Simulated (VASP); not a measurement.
# GaIr5 (P-3m1) in VASP: a series of runs

The runs below take GaIr5 through relaxation of cell and atoms, single point, with PBE.

Everything below comes from runs of VASP 6.6.1. Logs are shortened: lines on timing, memory, paths and dates and some standing lists are left out, and cuts for length are marked.

### Step 1. The cell of the first run

Symmetry: P-3m1, No. 164, trigonal system. The conventional cell has a = 2.718 Å, b = 2.718 Å, c = 13.320 Å, α = 90.00°, β = 90.00°, γ = 120.00°. Ga (site symmetry -3m) has 6 Ga at 2.72 Å and 6 Ir at 2.72 Å within 3.6 Å. Within 3.6 Å of Ir (site symmetry 3m) lie 9 Ir at 2.72 Å and 3 Ga at 2.72 Å. Ir (site symmetry 3m) has 12 Ir at 2.72 Å within 3.6 Å. Within 3.6 Å of Ir (site symmetry -3m) lie 12 Ir at 2.72 Å.

### Step 2. Relaxation of cell and atoms, PBE

The input, INCAR:

```
PREC = Accurate ; ENCUT = 600
EDIFF = 1E-6 ; ISMEAR = 0
SIGMA = 0.2 ; LREAL = False
LASPH = True ; NELM = 100
ALGO = Normal ; ISIF = 3
LWAVE = False ; LCHARG = False
GGA = PE ; IBRION = 2
NSW = 36 ; EDIFFG = -0.08
```

The input, KPOINTS:

```
regular mesh
0
Gamma
  7 7 2
```

The input, POSCAR:

```
GaIr5
1.0
    2.7180000000      0.0000000000      0.0000000000
   -1.3590000000      2.3538570500      0.0000000000
    0.0000000000      0.0000000000     13.3200000000
Ga Ir
1 5
Direct
    0.0000000000      0.0000000000      0.0000000000
    0.3333333300      0.6666666700      0.1666700000
    0.6666666700      0.3333333300      0.3333300000
    0.6666666700      0.3333333300      0.8333300000
    0.3333333300      0.6666666700      0.6666700000
    0.0000000000      0.0000000000      0.5000000000
```

Potentials or basis: VASP PAW PBE potentials, release 64 (Ga_d, Ir).

Run with:

```bash
cat potpaw_PBE.64/Ga_d/POTCAR potpaw_PBE.64/Ir/POTCAR > POTCAR
mpirun -np 1 vasp_std > vasp.out
```

OUTCAR:

```text
PREC = Accurate
   ENCUT = 600
   EDIFF = 1E-6
   ISMEAR = 0
   LREAL = False
   LASPH = True
   NELM = 100
   ISIF = 3
   GGA = PE
   IBRION = 2
   NSW = 36
   EDIFFG = -0.08

 ion  position               nearest neighbor table
   1  0.000  0.000  0.000-   2 2.72   4 2.72   4 2.72   2 2.72   4 2.72   2 2.72
   2  0.333  0.667  0.167-   3 2.72   3 2.72   3 2.72   1 2.72   1 2.72   1 2.72
   3  0.667  0.333  0.333-   2 2.72   2 2.72   2 2.72   6 2.72   6 2.72   6 2.72
   4  0.667  0.333  0.833-   5 2.72   5 2.72   5 2.72   1 2.72   1 2.72   1 2.72
   5  0.333  0.667  0.667-   4 2.72   4 2.72   4 2.72   6 2.72   6 2.72   6 2.72
   6  0.000  0.000  0.500-   3 2.72   5 2.72   3 2.72   5 2.72   3 2.72   5 2.72

  LATTYP: Found a hexagonal cell.
 ALAT       =     2.7180000000
 C/A-ratio  =     4.9006622517

  Lattice vectors:

 A1 = (   2.7180000000,   0.0000000000,   0.0000000000)
 A2 = (  -1.3590000000,   2.3538570500,   0.0000000000)
 A3 = (   0.0000000000,   0.0000000000,  13.3200000000)

Analysis of symmetry for initial positions (statically):
=====================================================================
 Subroutine PRICEL returns:
 Original cell was already a primitive cell.

 Routine SETGRP: Setting up the symmetry group for a
 hexagonal supercell.

 Subroutine GETGRP returns: Found 12 space group operations
 (whereof 12 operations were pure point group operations)
 out of a pool of 24 trial point group operations.

The static configuration has the point symmetry D_3d.

Analysis of symmetry for dynamics (positions and initial velocities):
=====================================================================
 Subroutine PRICEL returns:
 Original cell was already a primitive cell.

 Routine SETGRP: Setting up the symmetry group for a
 hexagonal supercell.

 Subroutine GETGRP returns: Found 12 space group operations
 (whereof 12 operations were pure point group operations)
 out of a pool of 24 trial point group operations.

The dynamic configuration has the point symmetry D_3d.

 Subroutine INISYM returns: Found 12 space group operations
 (whereof 12 operations are pure point group operations),
 and found     1 'primitive' translations

----------------------------------------------------------------------------------------

                                     Primitive cell

  volume of cell :      85.2185

  direct lattice vectors                    reciprocal lattice vectors
     2.718000000  0.000000000  0.000000000     0.367917586  0.212417317  0.000000000
    -1.359000000  2.353857050  0.000000000     0.000000000  0.424834635  0.000000000
     0.000000000  0.000000000 13.320000000     0.000000000  0.000000000  0.075075075

  length of vectors
     2.718000000  2.718000002 13.320000000     0.424834635  0.424834635  0.075075075

  position of ions in fractional coordinates (direct lattice)
     0.000000000  0.000000000  0.000000000
     0.333333330  0.666666670  0.166670000
     0.666666670  0.333333330  0.333330000
     0.666666670  0.333333330  0.833330000
     0.333333330  0.666666670  0.666670000
     0.000000000  0.000000000  0.500000000

  ion indices of the primitive-cell ions
   primitive index   ion index
                 1           1
                 2           2
                 3           3
                 4           4
                 5           5
                 6           6

----------------------------------------------------------------------------------------

 KPOINTS: regular mesh

Automatic generation of k-mesh.
 Grid dimensions read from file:
 generate k-points for:    7    7    2

 Generating k-lattice:

  Cartesian coordinates                     Fractional coordinates (reciprocal lattice)
     0.052559655  0.030345331  0.000000000     0.142857143  0.000000000  0.000000000
     0.000000000  0.060690662  0.000000000     0.000000000  0.142857143  0.000000000
     0.000000000  0.000000000  0.037537538     0.000000000  0.000000000  0.500000000

  Length of vectors
     0.060690662  0.060690662  0.037537538

  Shift w.r.t. Gamma in fractional coordinates (k-lattice)
     0.000000000  0.000000000  0.000000000

 Subroutine IBZKPT returns following result:
 ===========================================

 Found     16 irreducible k-points:

 Following reciprocal coordinates:
            Coordinates               Weight
  0.000000  0.000000  0.000000      1.000000
  0.142857  0.000000  0.000000      6.000000
  0.285714  0.000000  0.000000      6.000000
  0.428571  0.000000  0.000000      6.000000
  0.142857  0.142857  0.000000      6.000000
  0.285714  0.142857  0.000000     12.000000
[... 8 lines left out ...]
  0.428571  0.142857  0.500000      6.000000
  0.285714  0.285714  0.500000      6.000000
   k-points           NKPTS =     16   k-points in BZ     NKDIM =     16   number of bands    NBANDS=     34
   number of dos      NEDOS =    301   number of ions     NIONS =      6
   total plane-waves  NPLWV =  62208
   dimension x,y,z NGX =    24 NGY =   24 NGZ =  108
   dimension x,y,z NGXF=    48 NGYF=   48 NGZF=  216
   ions per type =               1   5
   NGX,Y,Z   is equivalent  to a cutoff of  14.68, 14.68, 13.48 a.u.
   NGXF,Y,Z  is equivalent  to a cutoff of  29.36, 29.36, 26.96 a.u.
 SYSTEM =  unknown system
   PREC   = accura    normal or accurate (medium, high low for compatibility)
   ISTART =      0    job   : 0-new  1-cont  2-samecut
   ICHARG =      2    charge: 1-file 2-atom 10-const
   ISPIN  =      1    spin polarized calculation?
   LNONCOLLINEAR =      F non collinear calculations
   LSORBIT =      F    spin-orbit coupling
   LASPH  =      T    aspherical Exc in radial PAW
   ENCUT  =  600.0 eV  44.10 Ry    6.64 a.u.   5.43  5.43 26.60*2*pi/ulx,y,z
   NELM   =    100;   NELMIN=  2; NELMDL= -5     # of ELM steps
   EDIFF  = 0.1E-05   stopping-criterion for ELM
   LREAL  =      F    real-space projection
   EDIFFG = -.8E-01   stopping-criterion for IOM
   NSW    =     36    number of steps for IOM
   IBRION =      2    ionic relax: 0-MD 1-quasi-New 2-CG
   NFREE  =      1    steps in history (QN), initial steepest desc. (CG)
   ISIF   =      3    stress and relaxation
   ISYM   =      2    0-nonsym 1-usesym 2-fastsym
   POTIM  = 0.5000    time-step for ionic-motion
   TEBEG  =    0.0;   TEEND  =   0.0 temperature during run
   PSTRESS=    0.0 pullay stress
   NELECT =      58.0000    total number of electrons
   NUPDOWN=      -1.0000    fix difference up-down
   EMIN   =  10.00;   EMAX   =-10.00  energy-range for DOS
   EFERMI =   0.00;   METHOD = LEGACY
   ISMEAR =     0;   SIGMA  =   0.20  broadening in eV -4-tet -1-fermi 0-gaus
   EFERMI_NEDOS =   21; number of points for ismear=-14 and -15
   IALGO  =     38    algorithm
   IMIX   =      4    mixing-type and parameters
     AMIX     =   0.40;   BMIX     =  1.00
     AMIX_MAG =   1.60;   BMIX_MAG =  1.00
  volume/ion in A,a.u.               =      14.20        95.85
  Fermi-wavevector in a.u.,A,eV,Ry     =   1.440035  2.721271 28.214394  2.073699
  Thomas-Fermi vector in A             =   2.558824
   LORBIT       =      0    0 simple, 1 ext, 2 COOP (PROOUT), +10 PAW based schemes
   GGA     = PE    functional components
   LHFCALC =     F    Hartree Fock is set to
   AEXX    =    0.0000 exact exchange contribution
   IVDW    =     0    specifies the selected vdW correction
   LEPSILON=     F    determine dielectric tensor
   LRPA    =     F    only Hartree local field effects (RPA)
 conjugate gradient relaxation of ions
 non-spin polarized calculation
 Gauss-broadening in eV      SIGMA  =   0.20
  energy-cutoff  :      600.00
  volume of cell :       85.22
 maximum number of plane-waves:      2898
 NGX is ok and might be reduce to    24
   NGX = 11   NGY = 11   NGZ = 53

--------------------------------------- Ionic step        1  -------------------------------------------

 number of electron      57.9999996 magnetization

 Free energy of the ion-electron system (eV)
  ---------------------------------------------------
  ext. energy  EPLUGINS =         0.00000000
  ---------------------------------------------------
  free energy    TOTEN  =       -47.52470988 eV

  energy without entropy =      -47.43494899  energy(sigma->0) =      -47.47982943

 E-fermi :  10.0000     XC(G=0): -13.7229

 val. band max:        9.9686465264   @ k =   0.1429   0.0000   0.5000
 cond. band min:      10.0041331118   @ k =   0.1429   0.0000   0.0000
 fundamental gap:      0.0354865853
 Fermi energy:        10.0000397020

 k-point     1 :       0.0000    0.0000    0.0000
  band No.  band energies     occupation
      1      -5.5016      2.00000
      2      -5.4384      2.00000
      3      -5.4384      2.00000
      4      -5.1236      2.00000
      5      -5.1236      2.00000
      6      -2.0588      2.00000
[... 883 lines left out ...]
 POSITION                                       TOTAL-FORCE (eV/Angst)
 -----------------------------------------------------------------------------------
      0.00000      0.00000      0.00000        -0.000000      0.000000      0.000000
     -0.00000      1.59521      2.10135         0.000000      0.000000      0.073091
      1.38149      0.79760      4.37740        -0.000000      0.000000     -0.253155
      1.38149      0.79760     11.06246        -0.000000      0.000000     -0.073091
     -0.00000      1.59521      8.78641         0.000000     -0.000000      0.253155
      0.00000      0.00000      6.58190        -0.000000      0.000000      0.000000
 -----------------------------------------------------------------------------------
    total drift:                               -0.000000      0.000000      0.000000

  FREE ENERGIE OF THE ION-ELECTRON SYSTEM (eV)
  ---------------------------------------------------
  free  energy   TOTEN  =       -47.6949177618 eV

  energy  without entropy=      -47.6072617406  energy(sigma->0) =      -47.65108975

--------------------------------------- Ionic step        9  -------------------------------------------

 number of electron      57.9999986 magnetization

 Free energy of the ion-electron system (eV)
  ---------------------------------------------------
  ext. energy  EPLUGINS =         0.00000000
  ---------------------------------------------------
  free energy    TOTEN  =       -47.69849470 eV

  energy without entropy =      -47.61031857  energy(sigma->0) =      -47.65440663

 E-fermi :   9.5940     XC(G=0): -13.6096

 val. band max:        9.5599866812   @ k =   0.2857   0.1429   0.5000
 cond. band min:       9.5987085245   @ k =   0.2857   0.0000   0.0000
 fundamental gap:      0.0387218433
 Fermi energy:         9.5939840933

 k-point     1 :       0.0000    0.0000    0.0000
  band No.  band energies     occupation
      1      -5.7007      2.00000
      2      -5.6522      2.00000
      3      -5.6522      2.00000
      4      -5.3725      2.00000
      5      -5.3725      2.00000
      6      -2.3374      2.00000
[... 603 lines left out ...]
 POSITION                                       TOTAL-FORCE (eV/Angst)
 -----------------------------------------------------------------------------------
      2.75928      0.00000      0.00000        -0.000000      0.000000      0.000000
     -0.00000      1.59307      2.10631         0.000000     -0.000000     -0.000452
      1.37964      0.79653      4.37182         0.000000      0.000000     -0.050080
      1.37964      0.79653     11.07454        -0.000000      0.000000      0.000452
     -0.00000      1.59307      8.80903        -0.000000     -0.000000      0.050080
      2.75928      0.00000      6.59042        -0.000000      0.000000      0.000000
 -----------------------------------------------------------------------------------
    total drift:                                0.000000     -0.000000     -0.000000

  FREE ENERGIE OF THE ION-ELECTRON SYSTEM (eV)
  ---------------------------------------------------
  free  energy   TOTEN  =       -47.6984946976 eV

  energy  without entropy=      -47.6103185654  energy(sigma->0) =      -47.65440663

 reached required accuracy - stopping structural energy minimisation
```

Wall time 5.9 min (1 thread of Intel Xeon Platinum 8488C (Sapphire Rapids), shared host); peak memory 0.27 GiB.

Results:

```
Free energy                           : -47.6985 eV
Relaxed volume                        : 14.48 Å³/atom
Relaxed cell                          : a = 2.759 Å, b = 2.759 Å, c = 13.181 Å, α = 90.00°, β = 90.00°, γ = 120.00°
Space group after relaxing (to 0.1 Å) : P-3m1 (No. 164)
Energy gained by relaxing             : 29.0 meV/atom
Ionic steps                           : 9
Pressure after relaxing               : 0.2 GPa
Largest force after relaxing          : 0.050 eV/Å
```

Forces on the atoms (eV/Å):
```
Ga   0.000  0.000  0.000
Ir   0.000  0.000  0.000
Ir   0.000  0.000 -0.050
Ir   0.000  0.000  0.000
Ir   0.000  0.000  0.050
Ir   0.000  0.000  0.000
```

Step by step:
| step | energy change (eV) | largest force (eV/Å) | pressure (GPa) | volume (Å³) |
| --- | --- | --- | --- | --- |
| 1 | 0.0000 | 0.9118 | 8.17 | 85.22 |
| 2 | 0.3511 | 0.2088 | -19.45 | 94.42 |
| 3 | -0.0986 | 0.6529 | -2.38 | 88.01 |
| 4 | -0.0987 | 0.6599 | -2.05 | 87.92 |
| 5 | -0.1413 | 0.4736 | 0.60 | 87.01 |
| 6 | -0.1414 | 0.4785 | 0.50 | 87.03 |
| 7 | -0.1690 | 0.2545 | -0.05 | 87.03 |
| 8 | -0.1702 | 0.2532 | -0.12 | 87.03 |
| 9 | -0.1738 | 0.0501 | 0.22 | 86.91 |

Final structure:
```
Ga Ir
1.0
     2.75928    0.00000    0.00000
    -1.37964    2.38960    0.00000
     0.00000    0.00000   13.18085
Ga Ir
1 5
Cartesian
  2.7593 0.0000 0.0000
  0.0000 1.5931 2.1063
  1.3796 0.7965 4.3718
  1.3796 0.7965 11.0745
  0.0000 1.5931 8.8090
  2.7593 0.0000 6.5904
```

Levels at points of the mesh, in eV from the Fermi level:
```
           k point  band 25  band 26  band 27  band 28  band 29  band 30  band 31  band 32  band 33  band 34
(0.00, 0.00, 0.00)    -3.13    -1.20    -1.20    -1.16    -1.16    -1.12    -0.79    -0.79    -0.14    -0.14
(0.00, 0.00, 0.50)    -2.58    -1.79    -1.20    -1.20    -1.16    -1.16    -0.81    -0.81    -0.10    -0.10
```

Caveat: the k points lie up to 0.38 Å⁻¹ apart in the final cell; the highest band is partly filled, so the run has too few bands; spin-orbit coupling is left out, which moves the levels of the heavy elements; the relaxation stopped at a loose force limit of 0.08 eV/Å, so its end isn't a converged minimum.

### Step 3. Single point, PBE

This run uses another cell than the first one, of 14.48 Å³/atom.

The input, INCAR:

```
SYSTEM = GaIr5
  ALGO = Fast
  EDIFF = 1E-6
  ENCUT = 520
  GGA = PE
  ISIF = 2
  ISMEAR = 0
  LASPH = .TRUE.
  LCHARG = .FALSE.
  LREAL = .FALSE.
  LWAVE = .FALSE.
  NBANDS = 38
  NELM = 60
  PREC = Accurate
  SIGMA = 0.1
```

The input, KPOINTS:

```
k-points
0
G
  12 12 4
  0 0 0
```

The input, POSCAR:

```
GaIr5
1.0
    2.7661642696      0.0000000000      0.0000000000
   -1.3830821348      2.3955685285      0.0000000000
    0.0000000000      0.0000000000     13.1122619923
Ga Ir
1 5
Direct
    0.0000000000      0.0000000000      0.0000000000
    0.3333333333      0.6666666667      0.1602203470
    0.6666666667      0.3333333333      0.3315061481
    0.6666666667      0.3333333333      0.8397796530
    0.3333333333      0.6666666667      0.6684938519
    0.0000000000      0.0000000000      0.5000000000
```

Potentials or basis: VASP PAW PBE potentials, release 64 (Ga_d, Ir).

Run with:

```bash
cat potpaw_PBE.64/Ga_d/POTCAR potpaw_PBE.64/Ir/POTCAR > POTCAR
mpirun -np 1 vasp_std > vasp.out
```

Wall time 4.1 min (1 thread of Intel Xeon Platinum 8488C (Sapphire Rapids), shared host); peak memory 0.36 GiB.

It converged, with:

```
Free energy            : -47.5213 eV
Pressure               : 0.5 GPa
Largest force          : 0.003 eV/Å
Band gap on the k mesh : zero (bands 29 and 30 overlap by 2.12 eV)
```

Forces in eV/Å, atoms in the order of the input:
```
Ga   0.000  0.000  0.000
Ir   0.000  0.000  0.003
Ir   0.000  0.000 -0.003
Ir   0.000  0.000 -0.003
Ir   0.000  0.000  0.003
Ir   0.000  0.000  0.000
```

Levels at points of the mesh, in eV from the Fermi level:
```
           k point  band 26  band 27  band 28  band 29  band 30  band 31
(0.00, 0.00, 0.00)    -1.18    -1.18    -1.16    -1.16    -1.01    -0.79
(0.50, 0.00, 0.00)     0.55     0.78     0.87     0.94     1.05     1.17
(0.00, 0.00, 0.50)    -1.70    -1.18    -1.18    -1.16    -1.16    -0.81
(0.50, 0.00, 0.50)     0.46     0.78     0.94     0.96     1.05     1.18
```

Caveat: spin-orbit coupling is left out, which moves the levels of the heavy elements.
